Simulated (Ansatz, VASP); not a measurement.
**One calculation of WC, two programs**

```
W C
1.0
     2.94773    0.00000    0.00000
    -1.47387    2.55281    0.00000
     0.00000    0.00000    5.49332
W C
2 2
Direct
  0.33333 0.66667 0.25000
  0.66667 0.33333 0.75000
  0.00000 0.00000 0.00000
  0.00000 0.00000 0.50000
```

Change from the starting cell: species swapped into the BiPd type (P6_3/mmc, No. 194).

Alike in both runs: functional PBE; k mesh 6 × 6 × 4; occupations gaussian, width 0.2 eV; no spin polarisation.

Ansatz relaxed the structure, and its values are those at the end. VASP's run is a single point on that final structure, the one shown.

```csv
,VASP,Ansatz
version,VASP 6.6.1,Ansatz 0.2.0
potentials or method,"VASP PAW PBE potentials, release 64 (W_sv, C), cutoff 600 eV","scalar-relativistic, plane waves, PAW"
valence electrons in the cell,36,36
```

|  | VASP | Ansatz | Ansatz less VASP |
| --- | --- | --- | --- |
| gap on the k mesh at the Fermi level (eV) | none | none | - |
| pressure (GPa) | 1.2 | 0.1 | -1.04 |

A gap of «none» marks a metal or a gap that the smearing closes.

The k mesh is coarse, so the values compare programs but aren't converged. Spin-orbit coupling is off throughout.
